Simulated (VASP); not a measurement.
# Ti (P6/mmm) in VASP: further runs

Ti is run at these levels: LDA; tasks: single point.

All numbers are computed with VASP 6.6.1; they aren't measurements. Logs are shortened: lines on timing, memory, paths and dates and some standing lists are left out, and cuts for length are marked.

## Step 1: The cell of the first run

Symmetry: P6/mmm, No. 191, hexagonal system. The conventional cell has a = 4.506 Å, b = 4.506 Å, c = 2.762 Å, α = 90.00°, β = 90.00°, γ = 120.00°. Ti (site symmetry 6/mmm) has 14 Ti at 2.76 to 2.95 Å within 3.6 Å. Ti (site symmetry -6m2) has 11 Ti at 2.60 to 2.95 Å within 3.4 Å.

## Step 2: Single point, LDA

Contents of INCAR:

```
ALGO     = Normal         # electronic algorithm
EDIFF    = 1E-7           # SCF threshold, eV
ENCUT    = 520            # plane-wave cutoff, eV
ISIF     = 2              # what is computed and relaxed
ISMEAR   = 1              # smearing method
LASPH    = True           # aspherical terms in the spheres
LCHARG   = False          # write CHGCAR
LREAL    = False          # projectors in reciprocal space
LWAVE    = False          # write WAVECAR
NBANDS   = 25             # bands
NELM     = 60             # most SCF steps
PREC     = Accurate       # precision mode
SIGMA    = 0.1            # smearing width, eV
```

Contents of KPOINTS:

```
k-points
0
Gamma
  7 7 10
```

Contents of POSCAR:

```
Ti
1.0
    4.5060961001      0.0000000000      0.0000000000
   -2.2530480500      3.9023938343      0.0000000000
    0.0000000000      0.0000000000      2.7624328266
Ti
3
Direct
    0.0000000000      0.0000000000      0.0000000000
    0.3333333333      0.6666666667      0.5000000000
    0.6666666667      0.3333333333      0.5000000000
```

Potentials or basis: VASP PAW LDA potentials, release 64 (Ti_sv).

On the command line:

```
> cat potpaw_LDA.64/Ti_sv/POTCAR > POTCAR
> mpirun -np 1 vasp_std > vasp.out
```

OUTCAR:

```text
EDIFF = 1E-7
   ENCUT = 520
   ISIF = 2
   ISMEAR = 1
   LASPH = True
   LREAL = False
   NELM = 60
   PREC = Accurate

 ion  position               nearest neighbor table
   1  0.000  0.000  0.000-
   2  0.333  0.667  0.500-   3 2.60   3 2.60   3 2.60
   3  0.667  0.333  0.500-   2 2.60   2 2.60   2 2.60

  LATTYP: Found a hexagonal cell.
 ALAT       =     4.5060961001
 C/A-ratio  =     0.6130434783

  Lattice vectors:

 A1 = (   4.5060961001,   0.0000000000,   0.0000000000)
 A2 = (  -2.2530480500,   3.9023938343,   0.0000000000)
 A3 = (   0.0000000000,   0.0000000000,   2.7624328266)

Analysis of symmetry for initial positions (statically):
=====================================================================
 Subroutine PRICEL returns:
 Original cell was already a primitive cell.

 Routine SETGRP: Setting up the symmetry group for a
 hexagonal supercell.

 Subroutine GETGRP returns: Found 24 space group operations
 (whereof 24 operations were pure point group operations)
 out of a pool of 24 trial point group operations.

The static configuration has the point symmetry D_6h.

Analysis of symmetry for dynamics (positions and initial velocities):
=====================================================================
 Subroutine PRICEL returns:
 Original cell was already a primitive cell.

 Routine SETGRP: Setting up the symmetry group for a
 hexagonal supercell.

 Subroutine GETGRP returns: Found 24 space group operations
 (whereof 24 operations were pure point group operations)
 out of a pool of 24 trial point group operations.

The dynamic configuration has the point symmetry D_6h.

 Subroutine INISYM returns: Found 24 space group operations
 (whereof 24 operations are pure point group operations),
 and found     1 'primitive' translations

----------------------------------------------------------------------------------------

                                     Primitive cell

  volume of cell :      48.5762

  direct lattice vectors                    reciprocal lattice vectors
     4.506096100  0.000000000  0.000000000     0.221921588  0.128126484  0.000000000
    -2.253048050  3.902393834  0.000000000     0.000000000  0.256252967  0.000000000
     0.000000000  0.000000000  2.762432827     0.000000000  0.000000000  0.361999753

  length of vectors
     4.506096100  4.506096221  2.762432827     0.256252974  0.256252967  0.361999753

  position of ions in fractional coordinates (direct lattice)
     0.000000000  0.000000000  0.000000000
     0.333333333  0.666666667  0.500000000
     0.666666667  0.333333333  0.500000000

  ion indices of the primitive-cell ions
   primitive index   ion index
                 1           1
                 2           2
                 3           3

----------------------------------------------------------------------------------------

 KPOINTS: k-points

Automatic generation of k-mesh.
 Grid dimensions read from file:
 generate k-points for:    7    7   10

 Generating k-lattice:

  Cartesian coordinates                     Fractional coordinates (reciprocal lattice)
     0.031703084  0.018303783  0.000000000     0.142857143  0.000000000  0.000000000
     0.000000000  0.036607567  0.000000000     0.000000000  0.142857143  0.000000000
     0.000000000  0.000000000  0.036199975     0.000000000  0.000000000  0.100000000

  Length of vectors
     0.036607568  0.036607567  0.036199975

  Shift w.r.t. Gamma in fractional coordinates (k-lattice)
     0.000000000  0.000000000  0.000000000

 Subroutine IBZKPT returns following result:
 ===========================================

 Found     48 irreducible k-points:

 Following reciprocal coordinates:
            Coordinates               Weight
  0.000000  0.000000  0.000000      1.000000
  0.142857 -0.000000  0.000000      6.000000
  0.285714 -0.000000  0.000000      6.000000
  0.428571 -0.000000  0.000000      6.000000
  0.142857  0.142857  0.000000      6.000000
  0.285714  0.142857  0.000000     12.000000
[... 16 lines left out ...]
  0.428571  0.142857  0.200000     12.000000
  0.285714  0.285714  0.200000     12.000000
 [... further k-points ...]
   k-points           NKPTS =     48   k-points in BZ     NKDIM =     48   number of bands    NBANDS=     25
   number of dos      NEDOS =    301   number of ions     NIONS =      3
   total plane-waves  NPLWV =  31104
   dimension x,y,z NGX =    36 NGY =   36 NGZ =   24
   dimension x,y,z NGXF=    72 NGYF=   72 NGZF=   48
   ions per type =               3
   NGX,Y,Z   is equivalent  to a cutoff of  13.28, 13.28, 14.44 a.u.
   NGXF,Y,Z  is equivalent  to a cutoff of  26.56, 26.56, 28.89 a.u.
 SYSTEM =  unknown system
   PREC   = accura    normal or accurate (medium, high low for compatibility)
   ISTART =      0    job   : 0-new  1-cont  2-samecut
   ICHARG =      2    charge: 1-file 2-atom 10-const
   ISPIN  =      1    spin polarized calculation?
   LNONCOLLINEAR =      F non collinear calculations
   LSORBIT =      F    spin-orbit coupling
   LASPH  =      T    aspherical Exc in radial PAW
   ENCUT  =  520.0 eV  38.22 Ry    6.18 a.u.   8.38  8.38  5.14*2*pi/ulx,y,z
   NELM   =     60;   NELMIN=  2; NELMDL= -5     # of ELM steps
   EDIFF  = 0.1E-06   stopping-criterion for ELM
   LREAL  =      F    real-space projection
   EDIFFG = 0.1E-05   stopping-criterion for IOM
   NSW    =      0    number of steps for IOM
   IBRION =     -1    ionic relax: 0-MD 1-quasi-New 2-CG
   NFREE  =      0    steps in history (QN), initial steepest desc. (CG)
   ISIF   =      2    stress and relaxation
   ISYM   =      2    0-nonsym 1-usesym 2-fastsym
   POTIM  = 0.5000    time-step for ionic-motion
   TEBEG  =    0.0;   TEEND  =   0.0 temperature during run
   PSTRESS=    0.0 pullay stress
   NELECT =      36.0000    total number of electrons
   NUPDOWN=      -1.0000    fix difference up-down
   EMIN   =  10.00;   EMAX   =-10.00  energy-range for DOS
   EFERMI =   0.00;   METHOD = LEGACY
   ISMEAR =     1;   SIGMA  =   0.10  broadening in eV -4-tet -1-fermi 0-gaus
   EFERMI_NEDOS =   21; number of points for ismear=-14 and -15
   IALGO  =     38    algorithm
   IMIX   =      4    mixing-type and parameters
     AMIX     =   0.40;   BMIX     =  1.00
     AMIX_MAG =   1.60;   BMIX_MAG =  1.00
  volume/ion in A,a.u.               =      16.19       109.27
  Fermi-wavevector in a.u.,A,eV,Ry     =   1.481499  2.799626 29.862585  2.194838
  Thomas-Fermi vector in A             =   2.595401
   LORBIT       =      0    0 simple, 1 ext, 2 COOP (PROOUT), +10 PAW based schemes
   GGA     = CA    functional components
   LHFCALC =     F    Hartree Fock is set to
   AEXX    =    0.0000 exact exchange contribution
   IVDW    =     0    specifies the selected vdW correction
   LEPSILON=     F    determine dielectric tensor
   LRPA    =     F    only Hartree local field effects (RPA)
 non-spin polarized calculation
 Methfessel and Paxton  Order N= 1 SIGMA  =   0.10
  energy-cutoff  :      520.00
  volume of cell :       48.58
 maximum number of plane-waves:      1342
 NGX is ok and might be reduce to    36
   NGX = 17   NGY = 17   NGZ = 11

 number of electron      36.0000015 magnetization

 Free energy of the ion-electron system (eV)
  ---------------------------------------------------
  ext. energy  EPLUGINS =         0.00000000
  ---------------------------------------------------
  free energy    TOTEN  =       -25.70889709 eV

  energy without entropy =      -25.70883054  energy(sigma->0) =      -25.70887491

 E-fermi :   8.7458     XC(G=0): -12.1246

 val. band max:        8.7424843055   @ k =   0.4286   0.1429   0.2000
 cond. band min:       8.7550482410   @ k =   0.2857   0.1429   0.0000
 fundamental gap:      0.0125639355
 Fermi energy:         8.7457512416

 k-point     1 :       0.0000    0.0000    0.0000
  band No.  band energies     occupation
      1     -47.3548      2.00000
      2     -47.0876      2.00000
      3     -46.8905      2.00000
      4     -24.0799      2.00000
      5     -24.0799      2.00000
      6     -23.9925      2.00000
[... 17 lines left out ...]
     24      10.6824     -0.00000
     25      10.7750      0.00000

 k-point     2 :       0.1429   -0.0000    0.0000
  band No.  band energies     occupation
      1     -47.3502      2.00000
      2     -47.0828      2.00000
      3     -46.9004      2.00000
      4     -24.1578      2.00000
      5     -24.1341      2.00000
      6     -23.9118      2.00000
[... 17 lines left out ...]
     24      10.4035     -0.00000
     25      11.1811      0.00000

 k-point     3 :       0.2857   -0.0000    0.0000
  band No.  band energies     occupation
      1     -47.3401      2.00000
      2     -47.0672      2.00000
      3     -46.9270      2.00000
      4     -24.2439      2.00000
      5     -24.1348      2.00000
      6     -23.8190      2.00000
[... 17 lines left out ...]
     24      10.7050     -0.00000
     25      11.6566      0.00000

 k-point     4 :       0.4286   -0.0000    0.0000
  band No.  band energies     occupation
      1     -47.3325      2.00000
      2     -47.0452      2.00000
      3     -46.9575      2.00000
      4     -24.2922      2.00000
      5     -24.0649      2.00000
      6     -23.8225      2.00000
[... 17 lines left out ...]
     24      11.1498      0.00000
     25      11.3303      0.00000
[... 477 lines left out ...]
 k-point    22 :       0.2857    0.1429    0.2000
  band No.  band energies     occupation
      1     -47.3068      2.00000
      2     -47.0253      2.00000
      3     -46.9241      2.00000
      4     -24.1797      2.00000
      5     -24.0991      2.00000
      6     -23.9133      2.00000
[... 17 lines left out ...]
     24      10.9941      0.00000
     25      11.3271      0.00000

 k-point    23 :       0.4286    0.1429    0.2000
  band No.  band energies     occupation
      1     -47.3044      2.00000
      2     -47.0061      2.00000
      3     -46.9461      2.00000
      4     -24.1955      2.00000
      5     -24.0493      2.00000
      6     -23.9741      2.00000
[... 17 lines left out ...]
     24      11.1669      0.00000
     25      11.5188      0.00000

 k-point    24 :       0.2857    0.2857    0.2000
  band No.  band energies     occupation
      1     -47.3040      2.00000
      2     -46.9965      2.00000
      3     -46.9561      2.00000
      4     -24.1335      2.00000
      5     -24.0955      2.00000
      6     -24.0158      2.00000
[... 17 lines left out ...]
     24      11.3989      0.00000
     25      11.4518      0.00000

 [... further k-points ...]
[... 5 lines left out ...]
  --------------------------------------------------------------------------------------
  -------------------------------------------------------------------------------------
  Total       -1.1028310     -1.1028311     -0.2571662     -0.0000000     -0.0000000     -0.0000000
  in kB      -36.3744370    -36.3744396     -8.4820581     -0.0000000     -0.0000000     -0.0000000
  external PRESSURE =     -27.0769783 kB  Pullay stress =       0.0000000 kB

 VOLUME and BASIS-vectors are now :
 -----------------------------------------------------------------------------
  energy-cutoff  :      520.00
  volume of cell :       48.58
      direct lattice vectors                 reciprocal lattice vectors
     4.506096100  0.000000000  0.000000000     0.221921588  0.128126484  0.000000000
    -2.253048050  3.902393834  0.000000000     0.000000000  0.256252967  0.000000000
     0.000000000  0.000000000  2.762432827     0.000000000  0.000000000  0.361999753

 POSITION                                       TOTAL-FORCE (eV/Angst)
 -----------------------------------------------------------------------------------
      0.00000      0.00000      0.00000        -0.000000      0.000000     -0.000000
     -0.00000      2.60160      1.38122        -0.000000      0.000000      0.000000
      2.25305      1.30080      1.38122         0.000000     -0.000000     -0.000000
 -----------------------------------------------------------------------------------
    total drift:                                0.000000      0.000000     -0.000000

  FREE ENERGIE OF THE ION-ELECTRON SYSTEM (eV)
  ---------------------------------------------------
  free  energy   TOTEN  =       -25.7088970940 eV

  energy  without entropy=      -25.7088305436  energy(sigma->0) =      -25.70887491
```

Run time: 46 s. Hardware: 1 thread of Intel Xeon Platinum 8488C (Sapphire Rapids), shared host; peak memory 0.17 GiB.

Results:

| Item | Value |
| --- | --- |
| Free energy | -25.7089 eV |
| Pressure | -2.7 GPa |
| Band gap on the k mesh | zero (band 18 reaches 8.88 eV, above the bottom of band 19 at 8.63 eV) |

## Step 3: Single point, LDA

This run uses another cell than the first one, of 16.71 Å³/atom, 1.032 times its volume.

Contents of INCAR:

```
  ALGO = Normal
  EDIFF = 1E-6
  ENCUT = 520
  ISIF = 2
  ISMEAR = 1
  LASPH = True
  LCHARG = True
  LELF = True
  LREAL = False
  LVHAR = True
  LWAVE = False
  NBANDS = 25
  NELM = 100
  PREC = Accurate
  SIGMA = 0.1
```

KPOINTS is that of step 2.

Contents of POSCAR:

```
Ti
1.0
    4.5535321765      0.0000000000      0.0000000000
   -2.2767660883      3.9434746830      0.0000000000
    0.0000000000      0.0000000000      2.7915132039
Ti
3
Direct
    0.0000000000      0.0000000000      0.0000000000
    0.3333333333      0.6666666667      0.5000000000
    0.6666666667      0.3333333333      0.5000000000
```

Potentials or basis: VASP PAW LDA potentials, release 64 (Ti_sv).

On the command line:

```
> cat potpaw_LDA.64/Ti_sv/POTCAR > POTCAR
> mpirun -np 1 vasp_std > vasp.out
```

It took 48 s on 1 thread of Intel Xeon Platinum 8488C (Sapphire Rapids), shared host; peak memory 0.18 GiB.

Results (log left out):

* Free energy: -25.6659 eV
* Pressure: -6.2 GPa
* Band gap on the k mesh: zero (band 18 reaches 8.53 eV, above the bottom of band 19 at 8.30 eV)

Stress tensor (GPa, compression positive):
```
-7.00  0.00  0.00
 0.00 -7.00  0.00
 0.00  0.00 -4.58
```

Levels at points of the mesh, in eV from the Fermi level:
```tsv
k point	band 16	band 17	band 18	band 19	band 20	band 21
(0.00, 0.00, 0.00)	-0.72	-0.60	-0.60	-0.09	0.60	1.26
(0.00, 0.00, 0.50)	-1.67	-1.67	-1.61	1.02	1.02	1.26
```

## Step 4: Single point, LDA

This run uses another cell than the first one, of 17.23 Å³/atom, 1.064 times its volume.

Contents of INCAR:

```
SYSTEM = Ti
PREC = Accurate
ENCUT = 520
EDIFF = 1E-6
ISMEAR = 1
SIGMA = 0.1
LREAL = .FALSE.
LASPH = .TRUE.
NELM = 60
ALGO = Normal
ISIF = 2
LWAVE = .FALSE.
LCHARG = .FALSE.
NBANDS = 25
```

Contents of KPOINTS:

```
Automatic mesh
0
G
  7 7 10
  0 0 0
```

Contents of POSCAR:

```
Ti
1.0
    4.6000000000      0.0000000000      0.0000000000
   -2.3000000000      3.9837170000      0.0000000000
    0.0000000000      0.0000000000      2.8200000000
Ti
3
Direct
    0.0000000000      0.0000000000      0.0000000000
    0.3333333333      0.6666666667      0.5000000000
    0.6666666667      0.3333333333      0.5000000000
```

On the command line:

```
> cat potpaw_LDA.64/Ti_sv/POTCAR > POTCAR
> mpirun -np 1 vasp_std > vasp.out
```

Run time: 50 s. Hardware: 1 thread of Intel Xeon Platinum 8488C (Sapphire Rapids), shared host; peak memory 0.18 GiB.

The run converged. Its results:

* Free energy: -25.5915 eV
* Pressure: -9.2 GPa
* Band gap on the k mesh: zero (band 18 reaches 8.20 eV, above the bottom of band 19 at 7.97 eV)

Stress tensor (GPa, compression positive):
```
-9.90  0.00  0.00
 0.00 -9.90  0.00
 0.00  0.00 -7.82
```

Levels at points of the mesh, in eV from the Fermi level:
```
           k point  band 15  band 16  band 17  band 18  band 19  band 20  band 21  band 22
(0.00, 0.00, 0.00)    -0.71    -0.71    -0.59    -0.59    -0.10     0.58     1.23     1.23
(0.00, 0.00, 0.50)    -2.07    -1.61    -1.60    -1.60     1.00     1.00     1.22     1.22
```

## Step 5: Single point, LDA

This run uses another cell than the first one, of 17.74 Å³/atom, 1.096 times its volume.

Contents of INCAR:

```
SYSTEM = Ti
PREC = Accurate ; ENCUT = 520
EDIFF = 1E-6 ; ISMEAR = 1
SIGMA = 0.1 ; LREAL = .False.
LASPH = .True. ; NELM = 60
ALGO = Normal ; ISIF = 2
LWAVE = .False. ; LCHARG = .True.
LELF = .True. ; LVHAR = .True.
NBANDS = 25
```

Contents of KPOINTS:

```
Automatic mesh
0
Gamma
  7 7 10
  0 0 0
```

Contents of POSCAR:

```
Ti
1.0
    4.6455475166      0.0000000000      0.0000000000
   -2.3227737583      4.0231623079      0.0000000000
    0.0000000000      0.0000000000      2.8479226080
Ti
3
Direct
    0.0000000000      0.0000000000      0.0000000000
    0.3333333333      0.6666666667      0.5000000000
    0.6666666667      0.3333333333      0.5000000000
```

On the command line:

```
> cat potpaw_LDA.64/Ti_sv/POTCAR > POTCAR
> mpirun -np 1 vasp_std > vasp.out
```

Wall time 54 s (1 thread of Intel Xeon Platinum 8488C (Sapphire Rapids), shared host); peak memory 0.18 GiB.

Results (log left out):

```yaml
Free_energy: -25.4901 eV
Pressure: -11.8 GPa
Band_gap_on_the_k_mesh: zero (band 18 reaches 7.88 eV, above the bottom of band 19 at 7.65 eV)
```

Stress tensor (GPa, compression positive):
```
-12.39   0.00   0.00
  0.00 -12.39   0.00
  0.00   0.00 -10.59
```

Levels at points of the mesh, in eV from the Fermi level:
| k point | band 15 | band 16 | band 17 | band 18 | band 19 | band 20 | band 21 | band 22 |
| --- | --- | --- | --- | --- | --- | --- | --- | --- |
| (0.00, 0.00, 0.00) | -0.70 | -0.70 | -0.58 | -0.58 | -0.10 | 0.57 | 1.20 | 1.20 |
| (0.00, 0.00, 0.50) | -1.97 | -1.61 | -1.53 | -1.53 | 0.98 | 0.98 | 1.17 | 1.17 |

## Step 6: Single point, LDA

This run uses another cell than the first one, of 18.26 Å³/atom, 1.128 times its volume.

Contents of INCAR:

```
SYSTEM = Ti
  ALGO = Normal
  EDIFF = 1E-6
  ENCUT = 520
  ISIF = 2
  ISMEAR = 1
  LASPH = .True.
  LCHARG = .False.
  LREAL = .False.
  LWAVE = .False.
  NBANDS = 25
  NELM = 80
  PREC = Accurate
  SIGMA = 0.1
```

Contents of KPOINTS:

```
k-points
0
Gamma
  7 7 10
  0 0 0
```

Contents of POSCAR:

```
Ti
1.0
    4.6902189831      0.0000000000      0.0000000000
   -2.3451094916      4.0618489341      0.0000000000
    0.0000000000      0.0000000000      2.8753081592
Ti
3
Direct
    0.0000000000      0.0000000000      0.0000000000
    0.3333333333      0.6666666667      0.5000000000
    0.6666666667      0.3333333333      0.5000000000
```

Potentials or basis: VASP PAW LDA potentials, release 64 (Ti_sv).

On the command line:

```
> cat potpaw_LDA.64/Ti_sv/POTCAR > POTCAR
> mpirun -np 1 vasp_std > vasp.out
```

It took 52 s on 1 thread of Intel Xeon Platinum 8488C (Sapphire Rapids), shared host; peak memory 0.17 GiB.

Results (log left out):

* Free energy: -25.3654 eV
* Pressure: -14.0 GPa
* Band gap on the k mesh: zero (band 18 reaches 7.59 eV, above the bottom of band 19 at 7.35 eV)

Stress tensor (GPa, compression positive):
```
-14.53   0.00   0.00
  0.00 -14.53   0.00
  0.00   0.00 -12.97
```

Levels at points of the mesh, in eV from the Fermi level:
| k point | band 14 | band 15 | band 16 | band 17 | band 18 | band 19 | band 20 | band 21 | band 22 | band 23 |
| --- | --- | --- | --- | --- | --- | --- | --- | --- | --- | --- |
| (0.00, 0.00, 0.00) | -1.78 | -0.69 | -0.69 | -0.56 | -0.56 | -0.10 | 0.56 | 1.17 | 1.17 | 1.71 |
| (0.00, 0.00, 0.50) | -1.88 | -1.88 | -1.61 | -1.46 | -1.46 | 0.96 | 0.96 | 1.13 | 1.13 | 2.66 |

## Step 7: Overview

```csv
cell,gap on the mesh (eV),pressure (GPa)
"a = 4.506, b = 4.506, c = 2.762 Å, angles 90.0, 90.0, 120.0°, 3 atoms",none,-2.7
"a = 4.554, b = 4.554, c = 2.792 Å, angles 90.0, 90.0, 120.0°, 3 atoms",none,-6.2
"a = 4.600, b = 4.600, c = 2.820 Å, angles 90.0, 90.0, 120.0°, 3 atoms",none,-9.2
"a = 4.646, b = 4.646, c = 2.848 Å, angles 90.0, 90.0, 120.0°, 3 atoms",none,-11.8
"a = 4.690, b = 4.690, c = 2.875 Å, angles 90.0, 90.0, 120.0°, 3 atoms",none,-14.0
```

Alike in all rows: task single point; level LDA; potentials or basis VASP PAW LDA potentials, release 64 (Ti_sv); no spin polarisation; k mesh 7 × 7 × 10; cutoff (eV) 520; smearing methfessel-paxton 0.1 eV.

Absolute energies hang on the potentials; compare differences alone.
